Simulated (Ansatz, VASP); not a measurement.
## Sn: VASP beside Ansatz

Contents of POSCAR:

```
Sn
1.0
    0.0000000000      3.2456000000      3.3673100000
    3.2456000000      0.0000000000      3.3673100000
    3.2456000000      3.2456000000      0.0000000000
Sn
2
Direct
    0.5000000000      0.5000000000      0.5000000000
    0.7500000000      0.7500000000      0.7500000000
```

The input INCAR.step1:

```
PREC = Accurate ; ENCUT = 520
ISMEAR = 0 ; SIGMA = 0.15
LREAL = F ; LASPH = T
NELM = 100 ; NBANDS = 21
GGA = PE ; ALGO = Normal
EDIFF = 1E-4 ; LWAVE = T
LCHARG = F
```

File INCAR.step2:

```
PREC = Accurate ; ENCUT = 520
EDIFF = 1E-6 ; ISMEAR = 0
SIGMA = 0.15 ; LREAL = F
LASPH = T ; NELM = 100
ALGO = Normal ; ISIF = 2
LWAVE = F ; LCHARG = F
METAGGA = R2SCAN ; LMIXTAU = T
NBANDS = 21 ; ISTART = 1
```

File KPOINTS:

```
Automatic mesh
0
Gamma
  12 12 12
```

Input for Ansatz:

```yaml
crystal:
  lattice:
    - [0.0, 3.2456, 3.36731]
    - [3.2456, 0.0, 3.36731]
    - [3.2456, 3.2456, 0.0]
  atoms:
    - { symbol: Sn, position: [0.5, 0.5, 0.5] }
    - { symbol: Sn, position: [0.75, 0.75, 0.75] }
basis:
  ecutwfc: 500
kpoints:
  mp_grid: { grid: [12, 12, 12] }
hamiltonian:
  xc: r2scan
scf:
  occupations: { method: gaussian, width: 0.15 }
output:
  forces: true
  stress: true
  eigenvalues: true
```

Change from the starting cell: strain +0.0375 x Voigt [0, 0, 1, 0, 0, 0], atoms carried along.

Alike in both runs: task single point; functional r2SCAN; k mesh 12 × 12 × 12; occupations gaussian, width 0.15 eV; no spin polarisation.

```csv
,VASP,Ansatz
version,VASP 6.6.1,Ansatz 0.2.0
potentials or method,"VASP PAW PBE potentials, release 64 (Sn_d), cutoff 520 eV","scalar-relativistic, plane waves, PAW"
valence electrons in the cell,28,28
```

|  | VASP | Ansatz | Ansatz less VASP |
| --- | --- | --- | --- |
| gap on the k mesh at the Fermi level (eV) | none | none | - |
| pressure (GPa) | -0.1 | -0.1 | +0.05 |
| traceless stress, the component that is largest in VASP (GPa) | -0.91 | -0.91 | -0.002 |

VASP's potentials were made for PBE, not for r2SCAN. A gap of «none» marks a metal or a gap that the smearing closes. With one functional, cell and mesh, what is left measures potentials, basis and numerics.
